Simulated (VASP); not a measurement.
## MnB5: single point with PBE

MnB5:

```
Mn B
1.0
     0.00000    2.68348    2.68348
     2.68348    0.00000    2.68348
     2.68348    2.68348    0.00000
Mn B
1 5
Direct
  0.00000 0.00000 0.00000
  0.25000 0.25000 0.25000
  0.11922 0.62693 0.62693
  0.62693 0.62693 0.62693
  0.62693 0.11922 0.62693
  0.62693 0.62693 0.11922
```

- Program: VASP 6.6.1
- Task: single point
- Functional: PBE
- Potentials or basis: VASP PAW PBE potentials, release 64 (Mn_pv, B)
- Cutoff: 520 eV
- k mesh: 6 × 6 × 6
- Occupations: gaussian, width 0.1 eV
- Spin: collinear spin, ferromagnetic start
- Starting moments: [4.0, 0.0, 0.0, 0.0, 0.0, 0.0] μB

```json
{
  "Pressure": "-0.1 GPa",
  "Largest force": "0.009 eV/Å",
  "Band gap on the k mesh": "zero (filled and empty bands overlap)",
  "Net moment": "0.00 μB per cell",
  "Valence electrons inside the program's atomic spheres": "Mn 12.32; B 1.62, 1.86"
}
```

Forces on the atoms (eV/Å):
```
Mn   0.000  0.000  0.000
B    0.000  0.000  0.000
B   -0.005  0.005  0.005
B   -0.005 -0.005 -0.005
B    0.005 -0.005  0.005
B    0.005  0.005 -0.005
```

Levels at points of the mesh, in eV from the Fermi level:
Spin up:
```csv
k point,band 12,band 13,band 14,band 15,band 16,band 17
"(0.00, 0.00, 0.00)",-3.75,-3.75,-3.12,0.91,0.91,0.91
"(0.50, 0.00, 0.00)",-3.50,-3.50,0.25,0.67,0.67,1.48
"(0.50, 0.50, 0.00)",-3.08,-1.97,-0.81,1.16,2.29,2.29
```
Spin down:
| k point | band 12 | band 13 | band 14 | band 15 | band 16 | band 17 |
| --- | --- | --- | --- | --- | --- | --- |
| (0.00, 0.00, 0.00) | -3.75 | -3.75 | -3.12 | 0.91 | 0.91 | 0.91 |
| (0.50, 0.00, 0.00) | -3.50 | -3.50 | 0.25 | 0.67 | 0.67 | 1.48 |
| (0.50, 0.50, 0.00) | -3.08 | -1.97 | -0.81 | 1.16 | 2.29 | 2.29 |

Run time: 32 s on 1 thread of Intel(R) Xeon(R) Platinum 8259CL CPU @ 2.50GHz (Skylake/Cascade Lake), on a shared host, peak memory 0.18 GiB.

Caveat: the starting moments collapsed, and a magnetic state may lie lower.
